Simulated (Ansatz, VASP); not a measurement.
**Two plane-wave programs on TaSi2**

```
Ta Si
1.0
     4.78390    0.00000    0.00000
    -2.39195    4.14298    0.00000
     0.00000    0.00000    6.63570
Ta Si
3 6
Cartesian
  2.3920 0.0000 0.0000
  1.1960 2.0715 4.4238
  -1.1960 2.0715 2.2119
  0.0000 1.3197 0.0000
  3.6410 0.6598 4.4238
  1.2491 3.4832 2.2119
  2.3920 2.8233 0.0000
  -1.2491 3.4832 4.4238
  1.1429 0.6598 2.2119
```

Change from the starting cell: z stretched by +1 %, ions relaxed.

Alike in both runs: functional PBE; k mesh 11 × 11 × 7; occupations fermi-dirac, width 0.05 eV; no spin polarisation.

Ansatz relaxed the structure, and its values are those at the end. VASP's run is a single point on that final structure, the one shown.

|  | VASP | Ansatz |
| --- | --- | --- |
| version | VASP 6.6.1 | Ansatz 0.2.0 |
| potentials or method | VASP PAW PBE potentials, release 64 (Ta_pv, Si) | plane-wave PAW, scalar-relativistic |
| plane-wave cutoff (eV) | 520 | 420 |
| valence electrons in the cell | 57 | 63 |

|  | VASP | Ansatz | Ansatz less VASP |
| --- | --- | --- | --- |
| pressure (GPa) | 0.5 | 0.4 | -0.09 |

The functional is the same, so the differences come from potentials, cutoffs and numerics. VASP's potentials hold 57 valence electrons a cell and Ansatz's 63, so a difference there can come from the potentials and not from the codes. Ansatz's warnings: stress scf threshold loose.

Neither program's run includes spin-orbit coupling.
